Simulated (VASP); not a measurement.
# BeGa2C2 (Fd-3m) in VASP: single point with PBE

Aim: the single point of BeGa2C2 with PBE.

Everything below comes from runs of VASP 6.6.1. Logs are shortened: lines on timing, memory, paths and dates and some standing lists are left out, and cuts for length are marked.

**1. The cell of the first run**

It takes space group Fd-3m (No. 227, cubic). Conventional cell: a = 9.170 Å, b = 9.170 Å, c = 9.170 Å, α = 90.00°, β = 90.00°, γ = 90.00°. Be (site symmetry -43m) has 4 Ga at 1.99 Å within 2.6 Å. Within 2.6 Å of Ga (site symmetry -3m) lie 2 Be at 1.99 Å. C (site symmetry -3m) has 6 C at 3.24 Å and 6 Ga at 3.24 Å and 6 Be at 3.80 Å within 4.3 Å.

The cell was built from a structure type or drawn by symmetry, and may not be a known phase.

**2. Single point, PBE**

Input file INCAR:

```
SYSTEM = BeGa2C2
PREC     = Accurate       ! precision mode
ENCUT    = 520            ! plane-wave cutoff, eV
EDIFF    = 1E-6           ! SCF threshold, eV
ISMEAR   = 0              ! smearing method
SIGMA    = 0.1            ! smearing width, eV
LREAL    = .FALSE.        ! projectors in reciprocal space
LASPH    = .TRUE.         ! aspherical terms in the spheres
NELM     = 100            ! most SCF steps
ALGO     = Fast           ! electronic algorithm
ISIF     = 2              ! what is computed and relaxed
LWAVE    = .FALSE.        ! write WAVECAR
LCHARG   = .FALSE.        ! write CHGCAR
GGA      = PE             ! functional
NBANDS   = 47             ! bands
```

Input file KPOINTS:

```
Automatic mesh
0
G
  8 8 8
  0 0 0
```

Input file POSCAR:

```
BeGa2C2
1.0
    0.0000000000      4.5848010544      4.5848010544
    4.5848010544      0.0000000000      4.5848010544
    4.5848010544      4.5848010544      0.0000000000
Be Ga C
2 4 4
Direct
    0.2500000000      0.2500000000      0.2500000000
    0.0000000000      0.0000000000      0.0000000000
    0.1250000000      0.1250000000      0.1250000000
    0.1250000000      0.1250000000      0.6250000000
    0.1250000000      0.6250000000      0.1250000000
    0.6250000000      0.1250000000      0.1250000000
    0.6250000000      0.6250000000      0.6250000000
    0.6250000000      0.6250000000      0.1250000000
    0.6250000000      0.1250000000      0.6250000000
    0.1250000000      0.6250000000      0.6250000000
```

Potentials or basis: VASP PAW PBE potentials, release 64 (Be, Ga_d, C).

Started as:

```console
> cat potpaw_PBE.64/Be/POTCAR potpaw_PBE.64/Ga_d/POTCAR potpaw_PBE.64/C/POTCAR > POTCAR
> mpirun -np 1 vasp_std > vasp.out
```

OUTCAR:

```text
SYSTEM = BeGa2C2
   PREC = Accurate
   ENCUT = 520
   EDIFF = 1E-6
   ISMEAR = 0
   LREAL = .FALSE.
   LASPH = .TRUE.
   NELM = 100
   ISIF = 2
   GGA = PE

 ion  position               nearest neighbor table
   1  0.250  0.250  0.250-   3 1.99   4 1.99   5 1.99   6 1.99
   2  0.000  0.000  0.000-   3 1.99   4 1.99   5 1.99   6 1.99
   3  0.125  0.125  0.125-   1 1.99   2 1.99
   4  0.125  0.125  0.625-   1 1.99   2 1.99
   5  0.125  0.625  0.125-   1 1.99   2 1.99
   6  0.625  0.125  0.125-   1 1.99   2 1.99
   7  0.625  0.625  0.625-
   8  0.625  0.625  0.125-
   9  0.625  0.125  0.625-
  10  0.125  0.625  0.625-

  LATTYP: Found a face centered cubic cell.
 ALAT       =     9.1696021088

  Lattice vectors:

 A1 = (   0.0000000000,   4.5848010544,   4.5848010544)
 A2 = (   4.5848010544,   0.0000000000,   4.5848010544)
 A3 = (   4.5848010544,   4.5848010544,   0.0000000000)

Analysis of symmetry for initial positions (statically):
=====================================================================
 Subroutine PRICEL returns:
 Original cell was already a primitive cell.

 Routine SETGRP: Setting up the symmetry group for a
 face centered cubic supercell.

 Subroutine GETGRP returns: Found 48 space group operations
 (whereof 24 operations were pure point group operations)
 out of a pool of 48 trial point group operations.

The static configuration has the point symmetry T_d .
 The point group associated with its full space group is O_h .

Analysis of symmetry for dynamics (positions and initial velocities):
=====================================================================
 Subroutine PRICEL returns:
 Original cell was already a primitive cell.

 Routine SETGRP: Setting up the symmetry group for a
 face centered cubic supercell.

 Subroutine GETGRP returns: Found 48 space group operations
 (whereof 24 operations were pure point group operations)
 out of a pool of 48 trial point group operations.

The dynamic configuration has the point symmetry T_d .
 The point group associated with its full space group is O_h .

 Subroutine INISYM returns: Found 48 space group operations
 (whereof 24 operations are pure point group operations),
 and found     1 'primitive' translations

----------------------------------------------------------------------------------------

                                     Primitive cell

  volume of cell :     192.7487

  direct lattice vectors                    reciprocal lattice vectors
     0.000000000  4.584801054  4.584801054    -0.109055986  0.109055986  0.109055986
     4.584801054  0.000000000  4.584801054     0.109055986 -0.109055986  0.109055986
     4.584801054  4.584801054  0.000000000     0.109055986  0.109055986 -0.109055986

  length of vectors
     6.483887832  6.483887832  6.483887832     0.188890509  0.188890509  0.188890509

  position of ions in fractional coordinates (direct lattice)
     0.250000000  0.250000000  0.250000000
     0.000000000  0.000000000  0.000000000
     0.125000000  0.125000000  0.125000000
     0.125000000  0.125000000  0.625000000
     0.125000000  0.625000000  0.125000000
     0.625000000  0.125000000  0.125000000
     0.625000000  0.625000000  0.625000000
     0.625000000  0.625000000  0.125000000
     0.625000000  0.125000000  0.625000000
     0.125000000  0.625000000  0.625000000

  ion indices of the primitive-cell ions
   primitive index   ion index
                 1           1
                 2           2
                 3           3
                 4           4
                 5           5
                 6           6
                 7           7
                 8           8
                 9           9
                10          10

----------------------------------------------------------------------------------------

 KPOINTS: Automatic mesh

Automatic generation of k-mesh.
 Grid dimensions read from file:
 generate k-points for:    8    8    8

 Generating k-lattice:

  Cartesian coordinates                     Fractional coordinates (reciprocal lattice)
    -0.013631998  0.013631998  0.013631998     0.125000000  0.000000000  0.000000000
     0.013631998 -0.013631998  0.013631998     0.000000000  0.125000000  0.000000000
     0.013631998  0.013631998 -0.013631998     0.000000000  0.000000000  0.125000000

  Length of vectors
     0.023611314  0.023611314  0.023611314

  Shift w.r.t. Gamma in fractional coordinates (k-lattice)
     0.000000000  0.000000000  0.000000000

 Subroutine IBZKPT returns following result:
 ===========================================

 Found     29 irreducible k-points:

 Following reciprocal coordinates:
            Coordinates               Weight
  0.000000  0.000000  0.000000      1.000000
  0.125000  0.000000  0.000000      8.000000
  0.250000  0.000000  0.000000      8.000000
  0.375000  0.000000  0.000000      8.000000
  0.500000  0.000000  0.000000      4.000000
  0.125000  0.125000  0.000000      6.000000
[... 16 lines left out ...]
  0.500000  0.250000  0.125000     48.000000
 -0.375000  0.250000  0.125000     24.000000
 [... further k-points ...]
   k-points           NKPTS =     29   k-points in BZ     NKDIM =     29   number of bands    NBANDS=     47
   number of dos      NEDOS =    301   number of ions     NIONS =     10
   total plane-waves  NPLWV = 110592
   dimension x,y,z NGX =    48 NGY =   48 NGZ =   48
   dimension x,y,z NGXF=    96 NGYF=   96 NGZF=   96
   ions per type =               2   4   4
   NGX,Y,Z   is equivalent  to a cutoff of  12.31, 12.31, 12.31 a.u.
   NGXF,Y,Z  is equivalent  to a cutoff of  24.61, 24.61, 24.61 a.u.
 SYSTEM =  BeGa2C2
   PREC   = accura    normal or accurate (medium, high low for compatibility)
   ISTART =      0    job   : 0-new  1-cont  2-samecut
   ICHARG =      2    charge: 1-file 2-atom 10-const
   ISPIN  =      1    spin polarized calculation?
   LNONCOLLINEAR =      F non collinear calculations
   LSORBIT =      F    spin-orbit coupling
   LASPH  =      T    aspherical Exc in radial PAW
   ENCUT  =  520.0 eV  38.22 Ry    6.18 a.u.  12.06 12.06 12.06*2*pi/ulx,y,z
   NELM   =    100;   NELMIN=  2; NELMDL= -5     # of ELM steps
   EDIFF  = 0.1E-05   stopping-criterion for ELM
   LREAL  =      F    real-space projection
   EDIFFG = 0.1E-04   stopping-criterion for IOM
   NSW    =      0    number of steps for IOM
   IBRION =     -1    ionic relax: 0-MD 1-quasi-New 2-CG
   NFREE  =      0    steps in history (QN), initial steepest desc. (CG)
   ISIF   =      2    stress and relaxation
   ISYM   =      2    0-nonsym 1-usesym 2-fastsym
   POTIM  = 0.5000    time-step for ionic-motion
   TEBEG  =    0.0;   TEEND  =   0.0 temperature during run
   PSTRESS=    0.0 pullay stress
   NELECT =      72.0000    total number of electrons
   NUPDOWN=      -1.0000    fix difference up-down
   EMIN   =  10.00;   EMAX   =-10.00  energy-range for DOS
   EFERMI =   0.00;   METHOD = LEGACY
   ISMEAR =     0;   SIGMA  =   0.10  broadening in eV -4-tet -1-fermi 0-gaus
   EFERMI_NEDOS =   21; number of points for ismear=-14 and -15
   IALGO  =     68    algorithm
   IMIX   =      4    mixing-type and parameters
     AMIX     =   0.40;   BMIX     =  1.00
     AMIX_MAG =   1.60;   BMIX_MAG =  1.00
  volume/ion in A,a.u.               =      19.27       130.07
  Fermi-wavevector in a.u.,A,eV,Ry     =   1.179022  2.228028 18.913355  1.390092
  Thomas-Fermi vector in A             =   2.315340
   LORBIT       =      0    0 simple, 1 ext, 2 COOP (PROOUT), +10 PAW based schemes
   GGA     = PE    functional components
   LHFCALC =     F    Hartree Fock is set to
   AEXX    =    0.0000 exact exchange contribution
   IVDW    =     0    specifies the selected vdW correction
   LEPSILON=     F    determine dielectric tensor
   LRPA    =     F    only Hartree local field effects (RPA)
 non-spin polarized calculation
 RMM-DIIS sequential band-by-band and
 Gauss-broadening in eV      SIGMA  =   0.10
  energy-cutoff  :      520.00
  volume of cell :      192.75
 maximum number of plane-waves:      5218
   NGX = 25   NGY = 25   NGZ = 25

 number of electron      71.9999944 magnetization

 Free energy of the ion-electron system (eV)
  ---------------------------------------------------
  ext. energy  EPLUGINS =         0.00000000
  ---------------------------------------------------
  free energy    TOTEN  =       -24.84126664 eV

  energy without entropy =      -24.79945867  energy(sigma->0) =      -24.82036265

 E-fermi :   1.4227     XC(G=0):  -9.0900

 val. band max:        1.4147355918   @ k =   0.2500   0.1250   0.0000
 cond. band min:       1.4401784850   @ k =  -0.3750   0.3750   0.0000
 fundamental gap:      0.0254428932
 Fermi energy:         1.4226913329

 k-point     1 :       0.0000    0.0000    0.0000
  band No.  band energies     occupation
      1     -13.3609      2.00000
      2     -13.2539      2.00000
      3     -13.2539      2.00000
      4     -13.2539      2.00000
      5     -13.1329      2.00000
      6     -13.1329      2.00000
[... 39 lines left out ...]
     46       5.5831      0.00000
     47       8.0327      0.00000

 k-point     2 :       0.1250    0.0000    0.0000
  band No.  band energies     occupation
      1     -13.3563      2.00000
      2     -13.2526      2.00000
      3     -13.2507      2.00000
      4     -13.2507      2.00000
      5     -13.1307      2.00000
      6     -13.1307      2.00000
[... 39 lines left out ...]
     46       5.4415      0.00000
     47       7.1970      0.00000

 k-point     3 :       0.2500    0.0000    0.0000
  band No.  band energies     occupation
      1     -13.3449      2.00000
      2     -13.2485      2.00000
      3     -13.2429      2.00000
      4     -13.2429      2.00000
      5     -13.1241      2.00000
      6     -13.1241      2.00000
[... 1039 lines left out ...]
     46       4.6284      0.00000
     47       5.5070      0.00000

 k-point    24 :      -0.3750    0.2500    0.1250
  band No.  band energies     occupation
      1     -13.3150      2.00000
      2     -13.2586      2.00000
      3     -13.2224      2.00000
      4     -13.2171      2.00000
      5     -13.1334      2.00000
      6     -13.1171      2.00000
[... 39 lines left out ...]
     46       4.6684      0.00000
     47       5.0622      0.00000

 [... further k-points ...]

------------------------ aborting loop because EDIFF is reached ----------------------------------------

  FORCE on cell =-STRESS in cart. coord.  units (eV):
  Direction    XX          YY          ZZ          XY          YZ          ZX
  --------------------------------------------------------------------------------------
  -------------------------------------------------------------------------------------
  Total        0.0319535      0.0319535      0.0319535      0.0000000      0.0000000      0.0000000
  in kB        0.2656061      0.2656061      0.2656061      0.0000000      0.0000000      0.0000000
  external PRESSURE =       0.2656061 kB  Pullay stress =       0.0000000 kB

 VOLUME and BASIS-vectors are now :
 -----------------------------------------------------------------------------
  energy-cutoff  :      520.00
  volume of cell :      192.75
      direct lattice vectors                 reciprocal lattice vectors
     0.000000000  4.584801054  4.584801054    -0.109055986  0.109055986  0.109055986
     4.584801054  0.000000000  4.584801054     0.109055986 -0.109055986  0.109055986
     4.584801054  4.584801054  0.000000000     0.109055986  0.109055986 -0.109055986

 POSITION                                       TOTAL-FORCE (eV/Angst)
 -----------------------------------------------------------------------------------
      2.29240      2.29240      2.29240         0.000000      0.000000     -0.000000
      0.00000      0.00000      0.00000        -0.000000     -0.000000      0.000000
      1.14620      1.14620      1.14620         0.000000     -0.000000      0.000000
      3.43860      3.43860      1.14620         0.000000     -0.000000      0.000000
      3.43860      1.14620      3.43860         0.000000     -0.000000     -0.000000
      1.14620      3.43860      3.43860         0.000000     -0.000000      0.000000
      5.73100      5.73100      5.73100         0.000000     -0.000000      0.000000
      3.43860      3.43860      5.73100         0.000000     -0.000000     -0.000000
      3.43860      5.73100      3.43860         0.000000     -0.000000     -0.000000
      5.73100      3.43860      3.43860         0.000000     -0.000000     -0.000000
 -----------------------------------------------------------------------------------
    total drift:                                0.000000      0.000000      0.000000

  FREE ENERGIE OF THE ION-ELECTRON SYSTEM (eV)
  ---------------------------------------------------
  free  energy   TOTEN  =       -24.8412666363 eV

  energy  without entropy=      -24.7994586724  energy(sigma->0) =      -24.82036265
```

Wall time 5.1 min (1 thread of Intel Xeon Platinum 8488C (Sapphire Rapids), shared host); peak memory 0.44 GiB.

Results:

* Free energy: -24.8413 eV
* Pressure: 0.0 GPa
* Band gap on the k mesh: zero (bands 36 and 37 overlap by 0.65 eV)

Levels at points of the mesh, in eV from the Fermi level:
```csv
k point,band 34,band 35,band 36,band 37,band 38,band 39
"(0.00, 0.00, 0.00)",-1.63,-1.63,0.53,0.53,0.53,0.90
"(0.50, 0.00, 0.00)",-0.94,-0.27,0.13,0.28,0.31,0.31
"(0.50, 0.50, 0.00)",-0.44,-0.19,-0.19,-0.12,-0.12,0.12
```
